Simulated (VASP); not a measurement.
# Pb (C2/m) in VASP: further runs, part 2 of 2

VASP 6.6.1. The steps go on from the part before.

## Step 3: Single point, PBE+D3(BJ)

This run uses another cell than the first one, of 30.46 Å³/atom.

INCAR reads:

```
PREC     = Accurate       # precision mode
ENCUT    = 520            # plane-wave cutoff, eV
EDIFF    = 1E-6           # SCF threshold, eV
ISMEAR   = 0              # smearing method
SIGMA    = 0.1            # smearing width, eV
LREAL    = False          # projectors in reciprocal space
LASPH    = True           # aspherical terms in the spheres
NELM     = 100            # most SCF steps
ALGO     = Fast           # electronic algorithm
ISIF     = 2              # what is computed and relaxed
LWAVE    = False          # write WAVECAR
LCHARG   = False          # write CHGCAR
GGA      = PE             # functional
IVDW     = 12             # dispersion correction
NBANDS   = 21             # bands
```

KPOINTS reads:

```
Automatic mesh
0
Gamma
  14 14 8
```

POSCAR reads:

```
Pb
1.0
    2.9873088184     -1.7554331465     -0.4940265604
    2.9873088184      1.7554331465     -0.4940265604
   -3.0707306804      0.0000000000      6.3155465276
Pb
2
Direct
    0.0000055663      0.0000055663      0.2500010374
    0.9999944337      0.9999944337      0.7499989626
```

Potentials or basis: VASP PAW PBE potentials, release 64 (Pb_d).

On the command line:

```bash
$ cat potpaw_PBE.64/Pb_d/POTCAR > POTCAR
$ mpirun -np 1 vasp_std > vasp.out
```

Run time: 9.9 min. Hardware: 1 thread of Intel Xeon Platinum 8375C at 2.90GHz (Ice Lake), shared host; peak memory 0.54 GiB.

The run converged. Its results:

```yaml
Free_energy: -7.9317 eV
Pressure: -0.1 GPa
Band_gap_on_the_k_mesh: zero (bands 14 and 15 overlap by 7.13 eV)
Dispersion_energy_per_atom: -0.408 eV
```

Levels at points of the mesh, in eV from the Fermi level:
```tsv
k point	band 11	band 12	band 13	band 14	band 15	band 16	band 17	band 18
(0.00, 0.00, 0.00)	-11.77	-8.18	-4.23	5.49	5.57	7.32	7.35	7.36
(0.50, 0.00, 0.00)	-8.17	-6.78	-4.22	-3.31	2.00	2.05	5.34	5.47
(0.50, 0.50, 0.00)	-8.15	-6.73	-4.22	-3.27	1.96	1.97	5.29	5.46
(0.00, 0.00, 0.50)	-10.58	-10.58	0.69	0.69	6.30	6.30	6.35	6.35
(0.50, 0.00, 0.50)	-7.83	-7.83	-2.48	-2.48	0.97	0.97	3.39	3.39
(0.50, 0.50, 0.50)	-7.80	-7.80	-2.49	-2.49	1.02	1.02	3.32	3.32
```

Caveat: spin-orbit coupling is left out, which moves the levels of the heavy elements.

## Step 4: Single point, PBE+D3(BJ)

This run uses another cell than the first one, of 30.46 Å³/atom.

INCAR reads:

```
SYSTEM = Pb
PREC = Accurate
ENCUT = 520
EDIFF = 1E-7
ISMEAR = 0
SIGMA = 0.1
LREAL = .FALSE.
LASPH = .TRUE.
NELM = 100
ALGO = Fast
ISIF = 2
LWAVE = .FALSE.
LCHARG = .FALSE.
GGA = PE
IVDW = 12
NBANDS = 21
```

KPOINTS reads:

```
Automatic mesh
0
G
  14 14 8
  0 0 0
```

POSCAR is that of step 3.

On the command line:

```bash
$ cat potpaw_PBE.64/Pb_d/POTCAR > POTCAR
$ mpirun -np 1 vasp_std > vasp.out
```

Wall time 17 min (1 thread of Intel Xeon Platinum 8375C at 2.90GHz (Ice Lake), shared host); peak memory 0.55 GiB.

The run converged. Its results:

```yaml
Free_energy: -7.9317 eV
Pressure: -0.1 GPa
Band_gap_on_the_k_mesh: zero (bands 14 and 15 overlap by 7.13 eV)
Dispersion_energy_per_atom: -0.408 eV
```

Levels at points of the mesh, in eV from the Fermi level:
| k point | band 10 | band 11 | band 12 | band 13 | band 14 | band 15 | band 16 | band 17 | band 18 | band 19 |
| --- | --- | --- | --- | --- | --- | --- | --- | --- | --- | --- |
| (0.00, 0.00, 0.00) | -16.84 | -11.77 | -8.18 | -4.23 | 5.49 | 5.57 | 7.32 | 7.35 | 7.36 | 9.21 |
| (0.50, 0.00, 0.00) | -16.80 | -8.17 | -6.78 | -4.23 | -3.31 | 2.00 | 2.05 | 5.34 | 5.47 | 5.55 |
| (0.50, 0.50, 0.00) | -16.81 | -8.15 | -6.73 | -4.22 | -3.27 | 1.96 | 1.97 | 5.29 | 5.46 | 5.53 |
| (0.00, 0.00, 0.50) | -16.94 | -10.58 | -10.58 | 0.69 | 0.69 | 6.30 | 6.30 | 6.35 | 6.35 | 8.93 |
| (0.50, 0.00, 0.50) | -16.83 | -7.83 | -7.83 | -2.48 | -2.48 | 0.97 | 0.97 | 3.39 | 3.39 | 6.82 |
| (0.50, 0.50, 0.50) | -16.83 | -7.80 | -7.80 | -2.49 | -2.49 | 1.02 | 1.02 | 3.32 | 3.32 | 6.76 |

Caveat: spin-orbit coupling is left out, which moves the levels of the heavy elements.

## Step 5: Relaxation of shape and atoms at fixed volume, PBE+D3(BJ) (31.37 Å³/atom)

This run uses another cell than the first one, of 31.37 Å³/atom.

INCAR reads:

```
ALGO = Fast ; EDIFF = 1E-6
EDIFFG = -0.01 ; ENCUT = 600
GGA = PE ; IBRION = 2
ISIF = 4 ; ISMEAR = 0
IVDW = 12 ; LASPH = T
LCHARG = F ; LREAL = F
LWAVE = F ; NELM = 100
NSW = 50 ; PREC = Accurate
SIGMA = 0.1
```

KPOINTS reads:

```
k-points
0
Gamma
  14 14 8
```

POSCAR reads:

```
Pb
1.0
    3.0168880571     -1.7728148031     -0.4989182306
    3.0168880571      1.7728148031     -0.4989182306
   -3.1011359319      0.0000000000      6.3780807581
Pb
2
Direct
    0.0000055663      0.0000055663      0.2500010374
    0.9999944337      0.9999944337      0.7499989626
```

On the command line:

```bash
$ cat potpaw_PBE.64/Pb_d/POTCAR > POTCAR
$ mpirun -np 1 vasp_std > vasp.out
```

It took 13 min on 1 thread of Oxide Virtual Turin-like, shared host; peak memory 0.56 GiB.

It converged, with:

```
Free energy                : -7.9246 eV
Pressure after relaxing    : -1.2 GPa
Band gap on the k mesh     : zero (bands 14 and 15 overlap by 6.90 eV)
Dispersion energy per atom : -0.396 eV
```

Final structure:
```
Pb
1.0
     3.01689   -1.77281   -0.49892
     3.01689    1.77281   -0.49892
    -3.10114    0.00000    6.37808
Pb
2
Direct
  0.00001 0.00001 0.25000
  0.99999 0.99999 0.75000
```

Levels at points of the mesh, in eV from the Fermi level:
| k point | band 10 | band 11 | band 12 | band 13 | band 14 | band 15 | band 16 | band 17 | band 18 |
| --- | --- | --- | --- | --- | --- | --- | --- | --- | --- |
| (0.00, 0.00, 0.00) | -16.84 | -11.56 | -8.14 | -4.07 | 5.34 | 5.42 | 7.10 | 7.12 | 7.14 |
| (0.50, 0.00, 0.00) | -16.80 | -8.13 | -6.82 | -4.07 | -3.18 | 1.98 | 2.02 | 5.27 | 5.39 |
| (0.50, 0.50, 0.00) | -16.81 | -8.12 | -6.77 | -4.07 | -3.14 | 1.94 | 1.94 | 5.22 | 5.34 |
| (0.00, 0.00, 0.50) | -16.93 | -10.41 | -10.41 | 0.65 | 0.65 | 6.11 | 6.11 | 6.16 | 6.16 |
| (0.50, 0.00, 0.50) | -16.83 | -7.79 | -7.79 | -2.41 | -2.41 | 0.95 | 0.95 | 3.32 | 3.32 |
| (0.50, 0.50, 0.50) | -16.83 | -7.76 | -7.76 | -2.41 | -2.41 | 1.00 | 1.00 | 3.25 | 3.25 |

Caveat: the relaxation stopped at its first step, so nothing moved; spin-orbit coupling is left out, which moves the levels of the heavy elements.

## Step 6: Relaxation of shape and atoms at fixed volume, PBE+D3(BJ) (33.50 Å³/atom)

This run uses another cell than the first one, of 33.50 Å³/atom.

INCAR reads:

```
PREC = Accurate
ENCUT = 600
EDIFF = 1E-6
ISMEAR = 0
SIGMA = 0.1
LREAL = False
LASPH = True
NELM = 100
ALGO = Fast
ISIF = 4
LWAVE = False
LCHARG = False
GGA = PE
IVDW = 12
IBRION = 2
NSW = 50
EDIFFG = -0.01
```

KPOINTS reads:

```
Automatic mesh
0
Gamma
  14 14 8
```

POSCAR reads:

```
Pb
1.0
    3.0837394920     -1.8120987312     -0.5099737948
    3.0837394920      1.8120987312     -0.5099737948
   -3.1698542213      0.0000000000      6.5194130987
Pb
2
Direct
    0.0000000000      0.0000000000      0.2500000000
    1.0000000000      1.0000000000      0.7500000000
```

Potentials or basis: VASP PAW PBE potentials, release 64 (Pb_d).

On the command line:

```bash
$ cat potpaw_PBE.64/Pb_d/POTCAR > POTCAR
$ mpirun -np 1 vasp_std > vasp.out
```

It took 12 min on 1 thread of Oxide Virtual Turin-like, shared host; peak memory 0.61 GiB.

It converged, with:

```
Free energy                : -7.8608 eV
Energy gained by relaxing  : 0.0 meV/atom
Ionic steps                : 2
Pressure after relaxing    : -3.4 GPa
Band gap on the k mesh     : zero (bands 14 and 15 overlap by 6.43 eV)
Dispersion energy per atom : -0.371 eV
```

Final structure:
```
CELL_PARAMETERS angstrom
3.08280 -1.81160 -0.51031
3.08280 1.81160 -0.51031
-3.16896 0.00000 6.52324
ATOMIC_POSITIONS crystal
Pb 0.00000 0.00000 0.25000
Pb 0.00000 0.00000 0.75000
```

Levels at points of the mesh, in eV from the Fermi level:
| k point | band 12 | band 13 | band 14 | band 15 | band 16 | band 17 |
| --- | --- | --- | --- | --- | --- | --- |
| (0.00, 0.00, 0.00) | -8.08 | -3.76 | 5.01 | 5.09 | 6.60 | 6.64 |
| (0.50, 0.00, 0.00) | -6.90 | -3.75 | -2.92 | 1.91 | 1.96 | 4.98 |
| (0.50, 0.50, 0.00) | -6.85 | -3.75 | -2.88 | 1.87 | 1.89 | 4.99 |
| (0.00, 0.00, 0.50) | -10.08 | 0.56 | 0.56 | 5.72 | 5.72 | 5.76 |
| (0.50, 0.00, 0.50) | -7.73 | -2.25 | -2.25 | 0.91 | 0.91 | 3.16 |
| (0.50, 0.50, 0.50) | -7.70 | -2.25 | -2.25 | 0.96 | 0.96 | 3.09 |

Caveat: spin-orbit coupling is left out, which moves the levels of the heavy elements.

## Step 7: Relaxation of shape and atoms at fixed volume, PBE+D3(BJ) (32.28 Å³/atom)

This run uses another cell than the first one, of 32.28 Å³/atom.

INCAR reads:

```
SYSTEM = Pb
  PREC = Accurate
  ENCUT = 600
  EDIFF = 1E-7
  ISMEAR = 0
  SIGMA = 0.1
  LREAL = .False.
  LASPH = .True.
  NELM = 60
  ALGO = Fast
  ISIF = 4
  LWAVE = .False.
  LCHARG = .False.
  GGA = PE
  IVDW = 12
  IBRION = 2
  NSW = 50
  EDIFFG = -0.01
```

KPOINTS reads:

```
regular mesh
0
Gamma
  14 14 8
  0 0 0
```

POSCAR reads:

```
Pb
1.0
    3.0458983758     -1.7898621451     -0.5037158156
    3.0458983758      1.7898621451     -0.5037158156
   -3.1309563760      0.0000000000      6.4394122202
Pb
2
Direct
    0.0000000000      0.0000000000      0.2500000000
    1.0000000000      1.0000000000      0.7500000000
```

On the command line:

```bash
$ cat potpaw_PBE.64/Pb_d/POTCAR > POTCAR
$ mpirun -np 1 vasp_std > vasp.out
```

It took 22 min on 1 thread of Oxide Virtual Turin-like, shared host; peak memory 0.58 GiB.

Results (log left out):

```yaml
Free_energy: -7.9043 eV
Pressure_after_relaxing: -2.3 GPa
Band_gap_on_the_k_mesh: zero (bands 14 and 15 overlap by 6.69 eV)
Dispersion_energy_per_atom: -0.384 eV
```

Final structure:
```xyz
2
Lattice="3.0459 -1.7899 -0.5037 3.0459 1.7899 -0.5037 -3.1310 0.0000 6.4394" Properties=species:S:1:pos:R:3 pbc="T T T"
Pb   -0.7827    0.0000    1.6099
Pb   -2.3482    0.0000    4.8296
```

Levels at points of the mesh, in eV from the Fermi level:
| k point | band 12 | band 13 | band 14 | band 15 | band 16 | band 17 |
| --- | --- | --- | --- | --- | --- | --- |
| (0.00, 0.00, 0.00) | -8.11 | -3.93 | 5.19 | 5.27 | 6.88 | 6.91 |
| (0.50, 0.00, 0.00) | -6.85 | -3.93 | -3.07 | 1.95 | 2.00 | 5.19 |
| (0.50, 0.50, 0.00) | -6.80 | -3.93 | -3.03 | 1.92 | 1.92 | 5.14 |
| (0.00, 0.00, 0.50) | -10.26 | 0.62 | 0.62 | 5.93 | 5.93 | 5.98 |
| (0.50, 0.00, 0.50) | -7.76 | -2.33 | -2.33 | 0.94 | 0.94 | 3.25 |
| (0.50, 0.50, 0.50) | -7.73 | -2.34 | -2.34 | 0.98 | 0.98 | 3.18 |

Caveat: the relaxation stopped at its first step, so nothing moved; spin-orbit coupling is left out, which moves the levels of the heavy elements.

## Step 8: Summary

| task | cell | cutoff (eV) | gap on the mesh (eV) | pressure (GPa) |
| --- | --- | --- | --- | --- |
| single point | a = 3.465, b = 3.465, c = 6.952 Å, angles 120.0, 120.0, 60.2°, 2 atoms | 520 | none | 1.5 |
| single point | a = 3.500, b = 3.500, c = 7.023 Å, angles 120.0, 120.0, 60.2°, 2 atoms | 520 | none | -0.1 |
| relaxation of shape and atoms at fixed volume | relaxed from a = 3.535, b = 3.535, c = 7.092 Å, angles 120.0, 120.0, 60.2°, 2 atoms | 600 | none | -1.2 |
| relaxation of shape and atoms at fixed volume | relaxed from a = 3.613, b = 3.613, c = 7.249 Å, angles 120.0, 120.0, 60.2°, 2 atoms | 600 | none | -3.4 |
| relaxation of shape and atoms at fixed volume | relaxed from a = 3.569, b = 3.569, c = 7.160 Å, angles 120.0, 120.0, 60.2°, 2 atoms | 600 | none | -2.3 |

Alike in all rows: level PBE+D3(BJ); potentials or basis VASP PAW PBE potentials, release 64 (Pb_d); no spin polarisation; k mesh 14 × 14 × 8; smearing gaussian 0.1 eV.

Caveats: spin-orbit coupling is left out, which moves the levels of the heavy elements; the relaxation stopped at its first step, so nothing moved (at least some runs).

Total energies depend on the potentials used, so only differences within one code and one set of settings carry meaning.
